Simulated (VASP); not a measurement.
# Re (Im-3m) in VASP: a series of runs

Runs on Re. Level: revPBE. Tasks: single point.

Program: VASP 6.6.1. These are calculated values, not measurements. Logs are shortened: lines on timing, memory, paths and dates and some standing lists are left out, and cuts for length are marked.

### 1 The cell of the first run

It takes space group Im-3m (No. 229, cubic). The conventional cell has a = 3.079 Å, b = 3.079 Å, c = 3.079 Å, α = 90.00°, β = 90.00°, γ = 90.00°. Within 3.5 Å of Re (site symmetry m-3m) lie 14 Re at 2.67 to 3.08 Å.

This isn't the form of Re at room conditions, which is hcp.

### 2 Single point, revPBE (14.60 Å³/atom)

Input file INCAR:

```
SYSTEM = Re
ALGO = Normal ; EDIFF = 1E-7
ENCUT = 520 ; GGA = RE
ISIF = 2 ; ISMEAR = -1
LASPH = .True. ; LCHARG = .False.
LREAL = .False. ; LWAVE = .False.
NBANDS = 10 ; NELM = 80
PREC = Accurate ; SIGMA = 0.1
```

Input file KPOINTS:

```
k-points
0
Gamma
  16 16 16
  0 0 0
```

Input file POSCAR:

```
Re
1.0
   -1.5396174057      1.5396174057      1.5396174057
    1.5396174057     -1.5396174057      1.5396174057
    1.5396174057      1.5396174057     -1.5396174057
Re
1
Direct
    0.0000000000      0.0000000000      0.0000000000
```

Potentials or basis: VASP PAW PBE potentials, release 64 (Re).

Command:

```sh
$ cat potpaw_PBE.64/Re/POTCAR > POTCAR
$ mpirun -np 1 vasp_std > vasp.out
```

OUTCAR:

```text
SYSTEM = Re
   EDIFF = 1E-7
   ENCUT = 520
   GGA = RE
   ISIF = 2
   ISMEAR = -1
   LASPH = .True.
   LREAL = .False.
   NELM = 80
   PREC = Accurate

 ion  position               nearest neighbor table
   1  0.000  0.000  0.000-

  LATTYP: Found a body centered cubic cell.
 ALAT       =     3.0792348114

  Lattice vectors:

 A1 = (  -1.5396174057,   1.5396174057,   1.5396174057)
 A2 = (   1.5396174057,  -1.5396174057,   1.5396174057)
 A3 = (   1.5396174057,   1.5396174057,  -1.5396174057)

Analysis of symmetry for initial positions (statically):
=====================================================================
 Subroutine PRICEL returns:
 Original cell was already a primitive cell.

 Routine SETGRP: Setting up the symmetry group for a
 body centered cubic supercell.

 Subroutine GETGRP returns: Found 48 space group operations
 (whereof 48 operations were pure point group operations)
 out of a pool of 48 trial point group operations.

The static configuration has the point symmetry O_h .

Analysis of symmetry for dynamics (positions and initial velocities):
=====================================================================
 Subroutine PRICEL returns:
 Original cell was already a primitive cell.

 Routine SETGRP: Setting up the symmetry group for a
 body centered cubic supercell.

 Subroutine GETGRP returns: Found 48 space group operations
 (whereof 48 operations were pure point group operations)
 out of a pool of 48 trial point group operations.

The dynamic configuration has the point symmetry O_h .

 Subroutine INISYM returns: Found 48 space group operations
 (whereof 48 operations are pure point group operations),
 and found     1 'primitive' translations

----------------------------------------------------------------------------------------

                                     Primitive cell

  volume of cell :      14.5982

  direct lattice vectors                    reciprocal lattice vectors
    -1.539617406  1.539617406  1.539617406     0.000000000  0.324756006  0.324756006
     1.539617406 -1.539617406  1.539617406     0.324756006  0.000000000  0.324756006
     1.539617406  1.539617406 -1.539617406     0.324756006  0.324756006  0.000000000

  length of vectors
     2.666695571  2.666695571  2.666695571     0.459274349  0.459274349  0.459274349

  position of ions in fractional coordinates (direct lattice)
     0.000000000  0.000000000  0.000000000

  ion indices of the primitive-cell ions
   primitive index   ion index
                 1           1

----------------------------------------------------------------------------------------

 KPOINTS: k-points

Automatic generation of k-mesh.
 Grid dimensions read from file:
 generate k-points for:   16   16   16

 Generating k-lattice:

  Cartesian coordinates                     Fractional coordinates (reciprocal lattice)
     0.000000000  0.020297250  0.020297250     0.062500000  0.000000000  0.000000000
     0.020297250  0.000000000  0.020297250     0.000000000  0.062500000  0.000000000
     0.020297250  0.020297250  0.000000000     0.000000000  0.000000000  0.062500000

  Length of vectors
     0.028704647  0.028704647  0.028704647

  Shift w.r.t. Gamma in fractional coordinates (k-lattice)
     0.000000000  0.000000000  0.000000000

 Subroutine IBZKPT returns following result:
 ===========================================

 Found    145 irreducible k-points:

 Following reciprocal coordinates:
            Coordinates               Weight
  0.000000  0.000000  0.000000      1.000000
  0.062500  0.000000  0.000000     12.000000
  0.125000  0.000000  0.000000     12.000000
  0.187500  0.000000  0.000000     12.000000
  0.250000  0.000000  0.000000     12.000000
  0.312500  0.000000  0.000000     12.000000
[... 16 lines left out ...]
  0.187500  0.187500  0.000000     24.000000
  0.250000  0.187500  0.000000     48.000000
 [... further k-points ...]
   k-points           NKPTS =    145   k-points in BZ     NKDIM =    145   number of bands    NBANDS=     10
   number of dos      NEDOS =    301   number of ions     NIONS =      1
   total plane-waves  NPLWV =   8000
   dimension x,y,z NGX =    20 NGY =   20 NGZ =   20
   dimension x,y,z NGXF=    40 NGYF=   40 NGZF=   40
   ions per type =               1
   NGX,Y,Z   is equivalent  to a cutoff of  12.47, 12.47, 12.47 a.u.
   NGXF,Y,Z  is equivalent  to a cutoff of  24.94, 24.94, 24.94 a.u.
 SYSTEM =  Re
   PREC   = accura    normal or accurate (medium, high low for compatibility)
   ISTART =      0    job   : 0-new  1-cont  2-samecut
   ICHARG =      2    charge: 1-file 2-atom 10-const
   ISPIN  =      1    spin polarized calculation?
   LNONCOLLINEAR =      F non collinear calculations
   LSORBIT =      F    spin-orbit coupling
   LASPH  =      T    aspherical Exc in radial PAW
   ENCUT  =  520.0 eV  38.22 Ry    6.18 a.u.   4.96  4.96  4.96*2*pi/ulx,y,z
   NELM   =     80;   NELMIN=  2; NELMDL= -5     # of ELM steps
   EDIFF  = 0.1E-06   stopping-criterion for ELM
   LREAL  =      F    real-space projection
   EDIFFG = 0.1E-05   stopping-criterion for IOM
   NSW    =      0    number of steps for IOM
   IBRION =     -1    ionic relax: 0-MD 1-quasi-New 2-CG
   NFREE  =      0    steps in history (QN), initial steepest desc. (CG)
   ISIF   =      2    stress and relaxation
   ISYM   =      2    0-nonsym 1-usesym 2-fastsym
   POTIM  = 0.5000    time-step for ionic-motion
   TEBEG  =    0.0;   TEEND  =   0.0 temperature during run
   PSTRESS=    0.0 pullay stress
   NELECT =       7.0000    total number of electrons
   NUPDOWN=      -1.0000    fix difference up-down
   EMIN   =  10.00;   EMAX   =-10.00  energy-range for DOS
   EFERMI =   0.00;   METHOD = LEGACY
   ISMEAR =    -1;   SIGMA  =   0.10  broadening in eV -4-tet -1-fermi 0-gaus
   EFERMI_NEDOS =   21; number of points for ismear=-14 and -15
   IALGO  =     38    algorithm
   IMIX   =      4    mixing-type and parameters
     AMIX     =   0.40;   BMIX     =  1.00
     AMIX_MAG =   1.60;   BMIX_MAG =  1.00
  volume/ion in A,a.u.               =      14.60        98.51
  Fermi-wavevector in a.u.,A,eV,Ry     =   1.281370  2.421439 22.339545  1.641910
  Thomas-Fermi vector in A             =   2.413744
   LORBIT       =      0    0 simple, 1 ext, 2 COOP (PROOUT), +10 PAW based schemes
   GGA     = RE    functional components
   LHFCALC =     F    Hartree Fock is set to
   AEXX    =    0.0000 exact exchange contribution
   IVDW    =     0    specifies the selected vdW correction
   LEPSILON=     F    determine dielectric tensor
   LRPA    =     F    only Hartree local field effects (RPA)
 non-spin polarized calculation
  energy-cutoff  :      520.00
  volume of cell :       14.60
 maximum number of plane-waves:       420
   NGX =  9   NGY =  9   NGZ =  9

 number of electron       6.9999999 magnetization

 Free energy of the ion-electron system (eV)
  ---------------------------------------------------
  ext. energy  EPLUGINS =         0.00000000
  ---------------------------------------------------
  free energy    TOTEN  =       -11.62262181 eV

  energy without entropy =      -11.58918941  energy(sigma->0) =      -11.60590561

 E-fermi :   8.9491     XC(G=0): -13.7575

 val. band max:        8.9476557807   @ k =  -0.3750   0.5000   0.0625
 cond. band min:       8.9519831364   @ k =   0.5000   0.0000   0.0000
 fundamental gap:      0.0043273557
 Fermi energy:         8.9490596985

 k-point     1 :       0.0000    0.0000    0.0000
  band No.  band energies     occupation
      1      -1.8675      2.00000
      2       6.2290      2.00000
      3       6.2290      2.00000
      4       6.2290      2.00000
      5       9.7596      0.00060
      6       9.7596      0.00060
      7      24.5205      0.00000
      8      24.5205      0.00000
      9      24.5205      0.00000
     10      36.7773      0.00000

 k-point     2 :       0.0625    0.0000    0.0000
  band No.  band energies     occupation
      1      -1.6734      2.00000
      2       6.1190      2.00000
      3       6.2111      2.00000
      4       6.4167      2.00000
      5       9.5928      0.00320
      6       9.7645      0.00057
      7      24.6728      0.00000
      8      24.8472      0.00000
      9      24.9424      0.00000
     10      35.3401      0.00000

 k-point     3 :       0.1250    0.0000    0.0000
  band No.  band energies     occupation
      1      -1.1180      2.00000
      2       5.8190      2.00000
      3       6.1220      2.00000
      4       6.9712      2.00000
      5       9.2560      0.08880
      6       9.7880      0.00045
      7      25.0087      0.00000
      8      25.7931      0.00000
      9      25.9352      0.00000
     10      32.8959      0.00000

 k-point     4 :       0.1875    0.0000    0.0000
  band No.  band energies     occupation
      1      -0.2949      2.00000
      2       5.4022      2.00000
      3       5.9294      2.00000
      4       7.8660      1.99996
      5       9.0601      0.49575
      6       9.8496      0.00025
      7      25.0835      0.00000
      8      26.5622      0.00000
      9      27.2718      0.00000
     10      31.6380      0.00000

 k-point     5 :       0.2500    0.0000    0.0000
  band No.  band energies     occupation
      1       0.5935      2.00000
      2       4.9515      2.00000
      3       5.8061      2.00000
      4       9.0513      0.52917
      5       9.1393      0.25969
      6       9.9664      0.00008
      7      24.3782      0.00000
      8      25.6010      0.00000
      9      29.1724      0.00000
     10      31.9063      0.00000

 k-point     6 :       0.3125    0.0000    0.0000
  band No.  band energies     occupation
      1       1.2220      2.00000
      2       4.5369      2.00000
      3       6.1424      2.00000
      4       9.3989      0.02202
      5      10.1368      0.00001
      6      10.4401      0.00000
      7      23.1760      0.00000
      8      23.5969      0.00000
      9      31.3463      0.00000
     10      31.3677      0.00000
[... 183 lines left out ...]
 k-point    21 :       0.3750    0.1250    0.0000
  band No.  band energies     occupation
      1       1.9375      2.00000
      2       4.1384      2.00000
      3       7.1173      2.00000
      4       9.5301      0.00597
      5      10.8569      0.00000
      6      14.1440      0.00000
      7      19.2882      0.00000
      8      22.1086      0.00000
      9      25.8966      0.00000
     10      32.7652      0.00000

 k-point    22 :       0.4375    0.1250    0.0000
  band No.  band energies     occupation
      1       1.9021      2.00000
      2       4.0798      2.00000
      3       7.5334      2.00000
      4       9.5030      0.00783
      5      11.0666      0.00000
      6      14.6849      0.00000
      7      18.5656      0.00000
      8      21.8019      0.00000
      9      25.4373      0.00000
     10      32.7624      0.00000

 k-point    23 :       0.1875    0.1875    0.0000
  band No.  band energies     occupation
      1       1.8900      2.00000
      2       4.7305      2.00000
      3       5.0906      2.00000
      4       8.8412      1.49248
      5      10.4736      0.00000
      6      11.3565      0.00000
      7      23.0225      0.00000
      8      25.4085      0.00000
      9      27.7854      0.00000
     10      28.9136      0.00000

 k-point    24 :       0.2500    0.1875    0.0000
  band No.  band energies     occupation
      1       2.4052      2.00000
      2       4.4566      2.00000
      3       5.3831      2.00000
      4       9.0991      0.36471
      5      10.5765      0.00000
      6      12.9933      0.00000
      7      21.2922      0.00000
      8      24.2288      0.00000
      9      26.4177      0.00000
     10      30.0369      0.00000

 [... further k-points ...]

------------------------ aborting loop because EDIFF is reached ----------------------------------------

  FORCE on cell =-STRESS in cart. coord.  units (eV):
  Direction    XX          YY          ZZ          XY          YZ          ZX
  --------------------------------------------------------------------------------------
  -------------------------------------------------------------------------------------
  Total        1.3967126      1.3967126      1.3967126      0.0000000      0.0000000      0.0000000
  in kB      153.2918969    153.2918969    153.2918969      0.0000000      0.0000000      0.0000000
  external PRESSURE =     153.2918969 kB  Pullay stress =       0.0000000 kB

 VOLUME and BASIS-vectors are now :
 -----------------------------------------------------------------------------
  energy-cutoff  :      520.00
  volume of cell :       14.60
      direct lattice vectors                 reciprocal lattice vectors
    -1.539617406  1.539617406  1.539617406     0.000000000  0.324756006  0.324756006
     1.539617406 -1.539617406  1.539617406     0.324756006  0.000000000  0.324756006
     1.539617406  1.539617406 -1.539617406     0.324756006  0.324756006  0.000000000

 POSITION                                       TOTAL-FORCE (eV/Angst)
 -----------------------------------------------------------------------------------
      0.00000      0.00000      0.00000         0.000000      0.000000     -0.000000
 -----------------------------------------------------------------------------------
    total drift:                                0.000000      0.000000     -0.000000

  FREE ENERGIE OF THE ION-ELECTRON SYSTEM (eV)
  ---------------------------------------------------
  free  energy   TOTEN  =       -11.6226218142 eV

  energy  without entropy=      -11.5891894108  energy(sigma->0) =      -11.60590561
```

Wall time 33 s (1 thread of Intel Xeon 8259CL, shared host); peak memory 0.14 GiB.

What came out:

```
Free energy            : -11.6226 eV
Pressure               : 15.3 GPa
Band gap on the k mesh : zero (an odd number of electrons rules out a gap without spin polarisation)
```

Caveat: the cell stands under pressure; the PAW data sets were made with another functional, which shifts forces and pressure a little; spin-orbit coupling is left out, which moves the levels of the heavy elements.

### 3 Single point, revPBE (15.21 Å³/atom)

This run uses another cell than the first one, of 15.21 Å³/atom.

Input file INCAR:

```
ALGO = Normal
EDIFF = 1E-6
ENCUT = 520
GGA = RE
ISIF = 2
ISMEAR = -1
LASPH = True
LCHARG = False
LREAL = False
LWAVE = False
NBANDS = 10
NELM = 60
PREC = Accurate
SIGMA = 0.1
```

Input file KPOINTS:

```
k-points
0
Gamma
  16 16 16
```

Input file POSCAR:

```
Re
1.0
   -1.5607106762      1.5607106762      1.5607106762
    1.5607106762     -1.5607106762      1.5607106762
    1.5607106762      1.5607106762     -1.5607106762
Re
1
Direct
    0.0000000000      0.0000000000      0.0000000000
```

Potentials or basis: VASP PAW PBE potentials, release 64 (Re).

Command:

```sh
$ cat potpaw_PBE.64/Re/POTCAR > POTCAR
$ mpirun -np 1 vasp_std > vasp.out
```

Wall time 26 s (1 thread of Intel Xeon 8259CL, shared host); peak memory 0.14 GiB.

The run converged. Its results:

```yaml
Free_energy: -11.6503 eV
Pressure: -0.4 GPa
Band_gap_on_the_k_mesh: zero (an odd number of electrons rules out a gap without spin polarisation)
```

Levels at points of the mesh, in eV from the Fermi level:
```
           k point  band 1  band 2  band 3  band 4  band 5  band 6  band 7  band 8
(0.00, 0.00, 0.00)  -10.50   -2.58   -2.58   -2.58    0.77    0.77   15.50   15.50
(0.50, 0.00, 0.00)   -7.23   -4.75   -0.05    0.65    1.50    4.30    9.64   11.93
(0.50, 0.50, 0.50)   -6.80   -6.80    3.41    3.41    3.41    7.80    7.80    7.80
```

Caveat: the PAW data sets were made with another functional, which shifts forces and pressure a little; spin-orbit coupling is left out, which moves the levels of the heavy elements.

### 4 Single point, revPBE (15.81 Å³/atom)

This run uses another cell than the first one, of 15.81 Å³/atom.

Input file INCAR:

```
SYSTEM = Re
  ALGO = Normal
  EDIFF = 1E-7
  ENCUT = 520
  GGA = RE
  ISIF = 2
  ISMEAR = -1
  LASPH = .True.
  LCHARG = .False.
  LREAL = .False.
  LWAVE = .False.
  NBANDS = 10
  NELM = 80
  PREC = Accurate
  SIGMA = 0.1
```

Input file KPOINTS:

```
k-points
0
Gamma
  16 16 16
  0 0 0
```

Input file POSCAR:

```
Re
1.0
   -1.5812486982      1.5812486982      1.5812486982
    1.5812486982     -1.5812486982      1.5812486982
    1.5812486982      1.5812486982     -1.5812486982
Re
1
Direct
    0.0000000000      0.0000000000      0.0000000000
```

Command:

```sh
$ cat potpaw_PBE.64/Re/POTCAR > POTCAR
$ mpirun -np 1 vasp_std > vasp.out
```

It took 28 s on 1 thread of Intel Xeon 8259CL, shared host; peak memory 0.14 GiB.

Results (log left out):

```yaml
Free_energy: -11.6247 eV
Pressure: -12.9 GPa
Band_gap_on_the_k_mesh: zero (an odd number of electrons rules out a gap without spin polarisation)
```

Levels at points of the mesh, in eV from the Fermi level:
```csv
k point,band 1,band 2,band 3,band 4,band 5,band 6,band 7,band 8
"(0.00, 0.00, 0.00)",-10.19,-2.45,-2.45,-2.45,0.74,0.74,15.42,15.42
"(0.50, 0.00, 0.00)",-6.91,-4.50,-0.09,0.59,1.40,4.02,9.09,11.85
"(0.50, 0.50, 0.50)",-6.43,-6.43,3.20,3.20,3.20,7.56,7.56,7.56
```

Caveat: the cell stands under tension; the PAW data sets were made with another functional, which shifts forces and pressure a little; spin-orbit coupling is left out, which moves the levels of the heavy elements.

(Part 1 of 2 ends here.)
